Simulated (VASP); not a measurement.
Input of a VASP 6.6.1 run:

Contents of INCAR:

```
SYSTEM = Ge2Sb2O
PREC = Accurate ; ENCUT = 600
EDIFF = 1E-7 ; ISMEAR = 0
SIGMA = 0.1 ; LREAL = .FALSE.
LASPH = .TRUE. ; NELM = 120
ALGO = Normal ; ISIF = 3
LWAVE = .FALSE. ; LCHARG = .FALSE.
GGA = PE ; IBRION = 2
NSW = 90 ; EDIFFG = -0.04
GGA_COMPAT = .FALSE. ; NELMIN = 4
```

The input KPOINTS:

```
regular mesh
0
G
  6 6 2
  0 0 0
```

File POSCAR:

```
Ge2Sb2O
1.0
    3.6728994600      0.0000000000      0.0000000000
   -1.8364497300      3.1808242400      0.0000000000
    0.0000000000      0.0000000000      9.3123244400
Ge Sb O
2 2 1
Direct
    0.3333333300      0.6666666700      0.0000000000
    0.6666666700      0.3333333300      0.0000000000
    0.0000000000      0.0000000000      0.7732694500
    0.0000000000      0.0000000000      0.2267305500
    0.0000000000      0.0000000000      0.0000000000
```

Potentials or basis: VASP PAW PBE potentials, release 64 (Ge_d, Sb, O).

Run with:

```sh
$ cat potpaw_PBE.64/Ge_d/POTCAR potpaw_PBE.64/Sb/POTCAR potpaw_PBE.64/O/POTCAR > POTCAR
$ mpirun -np 1 vasp_std > vasp.out
```

**Question.** Estimate the band gap on the k mesh.

**Answer.** Zero (bands 22 and 23 overlap by 0.54 eV).

**Question.** Estimate the relaxed cell.

**Answer.** a = 4.662 Å, b = 4.662 Å, c = 8.794 Å, α = 90.00°, β = 90.00°, γ = 120.00°.

**Question.** Estimate the relaxed volume.

**Answer.** 33.11 Å³/atom.

**Question.** What does it give for the space group after relaxing (to 0.1 Å)?

**Answer.** P6/mmm (No. 191).

Forces on the atoms (eV/Å):
```
Ge   0.000  0.000  0.000
Ge   0.000  0.000  0.000
Sb   0.000  0.000 -0.039
Sb   0.000  0.000  0.039
O    0.000  0.000  0.000
```

Caveat: the volume moved by over 15 % at a fixed basis, so the end points are rough; spin-orbit coupling is left out, which moves the levels of the heavy elements.
